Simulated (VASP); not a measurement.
Ru:

```
Ru
1.0
     2.41787    0.00000    0.00000
     0.00000    2.41787    0.00000
     0.00000    0.00000    2.41787
Ru
1
Direct
  0.00000 0.00000 0.00000
```

This isn't the form of Ru at room conditions, which is hcp.

```yaml
Program: VASP 6.6.1
Task: relaxation of cell and atoms
Functional: LDA
Potentials_or_basis: VASP PAW LDA potentials, release 64 (Ru_sv)
Cutoff: 560 eV
k_mesh: 17 × 17 × 17
Occupations: fermi-dirac, width 0.1 eV
Spin: no spin polarisation
```

At the start: pressure 17.5 GPa; volume 14.14 Å³/atom.

Problem. How do energy, volume and symmetry change on relaxing?

Solution. Over 18 steps the energy falls by 44.0 meV/atom and the volume is 14.98 Å³/atom (+6.0 %); space group Pm-3m (No. 221, to 0.1 Å) before and after.

Step by step:
| step | energy change (eV) | largest force (eV/Å) | pressure (GPa) | volume (Å³) |
| --- | --- | --- | --- | --- |
| 1 | 0.0000 | 0.0000 | 17.53 | 14.14 |
| 2 | 0.2233 | 0.0000 | -28.82 | 17.54 |
| 3 | -0.0438 | 0.0000 | -0.91 | 15.04 |
| 4 | -0.0440 | 0.0000 | -0.11 | 14.99 |
| 5 | -0.0440 | 0.0000 | 0.16 | 14.97 |
| 6 | -0.0440 | 0.0000 | 0.19 | 14.97 |
| 7 | -0.0440 | 0.0000 | 0.17 | 14.97 |
| 8 | -0.0440 | 0.0000 | 0.17 | 14.97 |
| 9 | -0.0440 | 0.0000 | 0.17 | 14.97 |
| 10 | -0.0440 | 0.0000 | 0.17 | 14.97 |
| 11 | -0.0440 | 0.0000 | 0.17 | 14.97 |
| 12 | -0.0440 | 0.0000 | 0.17 | 14.97 |
| 13 | -0.0440 | 0.0000 | 0.17 | 14.97 |
| 14 | -0.0440 | 0.0000 | 0.16 | 14.97 |
| 15 | -0.0440 | 0.0000 | 0.15 | 14.97 |
| 16 | -0.0440 | 0.0000 | 0.12 | 14.98 |
| 17 | -0.0440 | 0.0000 | 0.08 | 14.98 |
| 18 | -0.0440 | 0.0000 | -0.04 | 14.98 |

Final structure:
```
CELL_PARAMETERS angstrom
2.46539 0.00000 0.00000
0.00000 2.46539 0.00000
0.00000 0.00000 2.46539
ATOMIC_POSITIONS crystal
Ru 0.00000 0.00000 0.00000
```
